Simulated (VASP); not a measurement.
# Fe (P6_3/mmc) in VASP: notebook, part 2 of 2

VASP 6.6.1. The steps go on from the part before.

## (3) Single point, BLYP, collinear spin, ferromagnetic start (13.53 Å³/atom)

This run uses another cell than the first one, of 13.53 Å³/atom.

Input file INCAR:

```
PREC = Accurate
ENCUT = 520
EDIFF = 1E-6
ISMEAR = -1
SIGMA = 0.05
LREAL = False
LASPH = True
NELM = 150
ALGO = Normal
ISIF = 2
LWAVE = False
LCHARG = False
ISPIN = 2
MAGMOM = 2.594 2.594
LORBIT = 11
LMAXMIX = 4
GGA = B5
ALDAX = 1.0
AGGAX = 1.0
AGGAC = 1.0
ALDAC = 0.0
NBANDS = 19
```

Input file KPOINTS:

```
Automatic mesh
0
Gamma
  16 16 8
```

Input file POSCAR:

```
Fe
1.0
    2.6101327537      0.0000000000      0.0000000000
   -1.3050663769      2.2604412719      0.0000000000
    0.0000000000      0.0000000000      4.5866698365
Fe
2
Direct
    0.3333333333      0.6666666667      0.2500000000
    0.6666666667      0.3333333333      0.7500000000
```

Potentials or basis: VASP PAW PBE potentials, release 64 (Fe).

The run is started by

```
$ cat potpaw_PBE.64/Fe/POTCAR > POTCAR
$ mpirun -np 1 vasp_std > vasp.out
```

OUTCAR:

```text
PREC = Accurate
   ENCUT = 520
   EDIFF = 1E-6
   ISMEAR = -1
   LREAL = False
   LASPH = True
   NELM = 150
   ISIF = 2
   ISPIN = 2
   LORBIT = 11
   GGA = B5

 ion  position               nearest neighbor table
   1  0.333  0.667  0.250-   2 2.74   2 2.74   2 2.74   2 2.74   2 2.74   2 2.74
   2  0.667  0.333  0.750-   1 2.74   1 2.74   1 2.74   1 2.74   1 2.74   1 2.74

  LATTYP: Found a hexagonal cell.
 ALAT       =     2.6101327537
 C/A-ratio  =     1.7572553848

  Lattice vectors:

 A1 = (   2.6101327537,   0.0000000000,   0.0000000000)
 A2 = (  -1.3050663769,   2.2604412719,   0.0000000000)
 A3 = (   0.0000000000,   0.0000000000,   4.5866698365)

Analysis of symmetry for initial positions (statically):
=====================================================================
 Subroutine PRICEL returns:
 Original cell was already a primitive cell.

 Routine SETGRP: Setting up the symmetry group for a
 hexagonal supercell.

 Subroutine GETGRP returns: Found 24 space group operations
 (whereof 12 operations were pure point group operations)
 out of a pool of 24 trial point group operations.

The static configuration has the point symmetry D_3d.
 The point group associated with its full space group is D_6h.

Analysis of symmetry for dynamics (positions and initial velocities):
=====================================================================
 Subroutine PRICEL returns:
 Original cell was already a primitive cell.

 Routine SETGRP: Setting up the symmetry group for a
 hexagonal supercell.

 Subroutine GETGRP returns: Found 24 space group operations
 (whereof 12 operations were pure point group operations)
 out of a pool of 24 trial point group operations.

The dynamic configuration has the point symmetry D_3d.
 The point group associated with its full space group is D_6h.

Analysis of structural, dynamic, and magnetic symmetry:
[... 153 lines left out ...]
  ---------------------------------------------------
  ext. energy  EPLUGINS =         0.00000000
  ---------------------------------------------------
  free energy    TOTEN  =       -13.98415872 eV

  energy without entropy =      -13.96207361  energy(sigma->0) =      -13.97311617

 E-fermi :   4.9865     XC(G=0): -11.5471

 val. band max:        4.9864227535   @ k =   0.0625   0.0000   0.2500
 cond. band min:       4.9877781255   @ k =   0.3125   0.2500   0.0000
 fundamental gap:      0.0013553720
 Fermi energy:         4.9865484582

 spin component 1

 k-point     1 :       0.0000    0.0000    0.0000
  band No.  band energies     occupation
      1      -2.6826      1.00000
      2       0.5295      1.00000
      3       2.4490      1.00000
      4       2.7189      1.00000
      5       2.7189      1.00000
      6       2.8996      1.00000
[... 517 lines left out ...]
     18      21.5763      0.00000
     19      22.5985      0.00000

 [... further k-points ...]

 spin component 2

 k-point     1 :       0.0000    0.0000    0.0000
  band No.  band energies     occupation
      1      -2.4648      1.00000
      2       1.6851      1.00000
      3       4.4544      0.99998
      4       4.5735      0.99974
      5       5.0650      0.17249
      6       5.0650      0.17249
[... 517 lines left out ...]
     18      22.0440      0.00000
     19      23.3078      0.00000

 [... further k-points ...]

------------------------ aborting loop because EDIFF is reached ----------------------------------------

  FORCE on cell =-STRESS in cart. coord.  units (eV):
  Direction    XX          YY          ZZ          XY          YZ          ZX
  --------------------------------------------------------------------------------------
  -------------------------------------------------------------------------------------
  Total       -1.6897407     -1.6897407     -1.4332782      0.0000000      0.0000000      0.0000000
  in kB     -100.0408429   -100.0408429    -84.8570190      0.0000000      0.0000000      0.0000000
  external PRESSURE =     -94.9795682 kB  Pullay stress =       0.0000000 kB

 VOLUME and BASIS-vectors are now :
 -----------------------------------------------------------------------------
  energy-cutoff  :      520.00
  volume of cell :       27.06
      direct lattice vectors                 reciprocal lattice vectors
     2.610132754  0.000000000  0.000000000     0.383122276  0.221195749  0.000000000
    -1.305066377  2.260441272  0.000000000     0.000000000  0.442391498  0.000000000
     0.000000000  0.000000000  4.586669836     0.000000000  0.000000000  0.218023105

 POSITION                                       TOTAL-FORCE (eV/Angst)
 -----------------------------------------------------------------------------------
     -0.00000      1.50696      1.14667        -0.000000      0.000000      0.000000
      1.30507      0.75348      3.44000         0.000000      0.000000      0.000000
 -----------------------------------------------------------------------------------
    total drift:                                0.000000     -0.000000     -0.000000

  FREE ENERGIE OF THE ION-ELECTRON SYSTEM (eV)
  ---------------------------------------------------
  free  energy   TOTEN  =       -13.9841587227 eV

  energy  without entropy=      -13.9620736139  energy(sigma->0) =      -13.97311617

 total charge

# of ion       s       p       d       tot
------------------------------------------
    1        0.434   0.390   6.200   7.024
    2        0.434   0.390   6.200   7.024
--------------------------------------------------
tot          0.868   0.779  12.401  14.048

 magnetization (x)

# of ion       s       p       d       tot
------------------------------------------
    1       -0.017  -0.037   2.670   2.616
    2       -0.017  -0.037   2.670   2.616
--------------------------------------------------
tot         -0.034  -0.073   5.340   5.233
```

OSZICAR:

```text
N       E                     dE             d eps       ncg     rms          rms(c)
DAV:   1     0.809321639589E+02    0.80932E+02   -0.70142E+03 11624   0.102E+03
DAV:   2    -0.122690878727E+02   -0.93201E+02   -0.82755E+02 11454   0.198E+02
DAV:   3    -0.156231845026E+02   -0.33541E+01   -0.31867E+01 12846   0.488E+01
DAV:   4    -0.156519057012E+02   -0.28721E-01   -0.28703E-01 12801   0.421E+00
DAV:   5    -0.156522509254E+02   -0.34522E-03   -0.34522E-03 12914   0.427E-01    0.132E+01
DAV:   6    -0.143635523397E+02    0.12887E+01   -0.93743E+00 12455   0.576E+01    0.131E+01
DAV:   7    -0.139555895121E+02    0.40796E+00   -0.13618E+00 12901   0.200E+01    0.474E+00
DAV:   8    -0.139920020078E+02   -0.36412E-01   -0.62813E-02 15350   0.291E+00    0.227E+00
DAV:   9    -0.139819139441E+02    0.10088E-01   -0.62115E-03 15223   0.790E-01    0.109E+00
DAV:  10    -0.139833567663E+02   -0.14428E-02   -0.90316E-03 14372   0.113E+00    0.177E-01
DAV:  11    -0.139841291159E+02   -0.77235E-03   -0.92495E-04 14642   0.306E-01    0.595E-02
DAV:  12    -0.139841466991E+02   -0.17583E-04   -0.30396E-05 13508   0.550E-02    0.392E-02
DAV:  13    -0.139841484764E+02   -0.17773E-05   -0.24371E-05 14493   0.519E-02    0.331E-02
DAV:  14    -0.139841581113E+02   -0.96349E-05   -0.39310E-06 12470   0.190E-02    0.994E-03
DAV:  15    -0.139841587227E+02   -0.61142E-06   -0.35081E-07  6263   0.745E-03
   1 F= -.13984159E+02 E0= -.13973116E+02  d E =-.220851E-01  mag=     5.2305
```

It took 2.8 min on 1 thread of Intel Xeon 8259CL, shared host; peak memory 0.23 GiB.

Results:

* Free energy: -13.9842 eV
* Pressure: -9.5 GPa
* Net moment: 5.23 μB per cell
* Site moments: Fe +2.62 μB
* Valence electrons inside the program's atomic spheres: Fe 7.02

Stress tensor (GPa, compression positive):
```
-10.00   0.00   0.00
  0.00 -10.00   0.00
  0.00   0.00  -8.49
```

Levels at points of the mesh, in eV from the Fermi level:
Spin up:
| k point | band 9 | band 10 | band 11 | band 12 | band 13 | band 14 |
| --- | --- | --- | --- | --- | --- | --- |
| (0.00, 0.00, 0.00) | -1.64 | -0.97 | -0.97 | -0.55 | 4.16 | 20.18 |
| (0.50, 0.00, 0.00) | -0.53 | -0.46 | 1.33 | 3.01 | 8.00 | 8.28 |
| (0.00, 0.00, 0.50) | -1.20 | -1.20 | -1.20 | -1.20 | 11.15 | 11.15 |
| (0.50, 0.00, 0.50) | -0.49 | -0.49 | 1.57 | 1.57 | 6.20 | 6.20 |
Spin down:
```
           k point  band 2  band 3  band 4  band 5  band 6  band 7  band 8  band 9
(0.00, 0.00, 0.00)   -3.30   -0.53   -0.41    0.08    0.08    0.31    0.31    1.22
(0.50, 0.00, 0.00)   -2.34   -1.88   -0.79   -0.14   -0.04    0.40    2.10    2.14
(0.00, 0.00, 0.50)   -5.65   -0.91   -0.91    0.10    0.10    0.10    0.10    1.72
(0.50, 0.00, 0.50)   -2.67   -1.36   -1.36    0.87    0.87    1.16    1.16    2.19
```

Caveat: the cell stands under tension; the PAW data sets were made with another functional, which shifts forces and pressure a little.

## (4) Relaxation of cell and atoms, BLYP, collinear spin, ferromagnetic start

This run uses another cell than the first one, of 11.78 Å³/atom.

Input file INCAR:

```
PREC = Accurate
ENCUT = 600
EDIFF = 1E-6
ISMEAR = -1
SIGMA = 0.05
LREAL = F
LASPH = T
NELM = 150
ALGO = Normal
ISIF = 3
LWAVE = F
LCHARG = F
ISPIN = 2
MAGMOM = 2.5 2.5
LORBIT = 11
LMAXMIX = 4
GGA = B5
ALDAX = 1.0
AGGAX = 1.0
AGGAC = 1.0
ALDAC = 0.0
IBRION = 2
NSW = 80
EDIFFG = -0.01
```

Input file KPOINTS:

```
regular mesh
0
Gamma
  14 14 8
```

Input file POSCAR:

```
Fe
1.0
    2.5537576109      0.0000000000      0.0000000000
   -1.2768788055      2.2116189662      0.0000000000
    0.0000000000      0.0000000000      4.1702861787
Fe
2
Direct
    0.3333333333      0.6666666667      0.2500000000
    0.6666666667      0.3333333333      0.7500000000
```

The run is started by

```
$ cat potpaw_PBE.64/Fe/POTCAR > POTCAR
$ mpirun -np 1 vasp_std > vasp.out
```

It took 8.8 min on 1 thread of Intel Xeon 8259CL, shared host; peak memory 0.23 GiB.

Results (log left out):

```
Free energy                                           : -14.1224 eV
Relaxed volume                                        : 10.61 Å³/atom
Relaxed cell                                          : a = 2.497 Å, b = 2.497 Å, c = 3.931 Å, α = 90.00°, β = 90.00°, γ = 120.00°
Space group after relaxing (to 0.1 Å)                 : P6_3/mmc (No. 194)
Energy gained by relaxing                             : 94.1 meV/atom
Ionic steps                                           : 9
Pressure after relaxing                               : 0.0 GPa
Band gap on the k mesh                                : zero (filled and empty bands overlap)
Net moment                                            : 0.00 μB per cell
Valence electrons inside the program's atomic spheres : Fe 7.45
```

Step by step:
```tsv
step	energy change (eV)	largest force (eV/Å)	pressure (GPa)	volume (Å³)
1	0.0000	0.0000	-20.75	23.55
2	0.1119	0.0000	43.21	18.72
3	-0.1824	0.0000	-0.03	21.22
4	-0.1825	0.0000	0.64	21.17
5	-0.1825	0.0000	1.21	21.12
6	-0.1880	0.0000	0.65	21.17
7	-0.1881	0.0000	0.70	21.16
8	-0.1880	0.0000	-0.81	21.29
9	-0.1882	0.0000	0.03	21.22
```

Final structure:
```
CELL_PARAMETERS angstrom
2.49665 0.00000 0.00000
-1.24833 2.16217 0.00000
0.00000 0.00000 3.93116
ATOMIC_POSITIONS crystal
Fe 0.33333 0.66667 0.25000
Fe 0.66667 0.33333 0.75000
```

Levels at points of the mesh, in eV from the Fermi level:
Spin up:
| k point | band 4 | band 5 | band 6 | band 7 | band 8 | band 9 | band 10 | band 11 | band 12 | band 13 |
| --- | --- | --- | --- | --- | --- | --- | --- | --- | --- | --- |
| (0.00, 0.00, 0.00) | -1.56 | -1.42 | -1.12 | -1.12 | -0.83 | -0.83 | 0.67 | 0.67 | 0.85 | 8.51 |
| (0.50, 0.00, 0.00) | -1.87 | -1.82 | -1.40 | -0.98 | 0.75 | 0.97 | 1.01 | 2.64 | 4.68 | 11.09 |
| (0.00, 0.00, 0.50) | -1.91 | -1.68 | -1.68 | -1.68 | -1.68 | 0.29 | 0.29 | 0.29 | 0.29 | 17.00 |
| (0.50, 0.00, 0.50) | -2.94 | -0.62 | -0.62 | 0.17 | 0.17 | 0.89 | 0.89 | 2.54 | 2.54 | 8.90 |
Spin down:
```csv
k point,band 5,band 6,band 7,band 8,band 9,band 10,band 11,band 12
"(0.00, 0.00, 0.00)",-1.42,-1.12,-1.12,-0.83,-0.83,0.67,0.67,0.85
"(0.50, 0.00, 0.00)",-1.82,-1.40,-0.98,0.75,0.97,1.01,2.64,4.68
"(0.00, 0.00, 0.50)",-1.68,-1.68,-1.68,-1.68,0.29,0.29,0.29,0.29
"(0.50, 0.00, 0.50)",-0.62,-0.62,0.17,0.17,0.89,0.89,2.54,2.54
```

Caveat: the moments typed at the start vanished in this run; the PAW data sets were made with another functional, which shifts forces and pressure a little.

The gap in the log of VASP goes by the Fermi energy; the results here count the filled bands.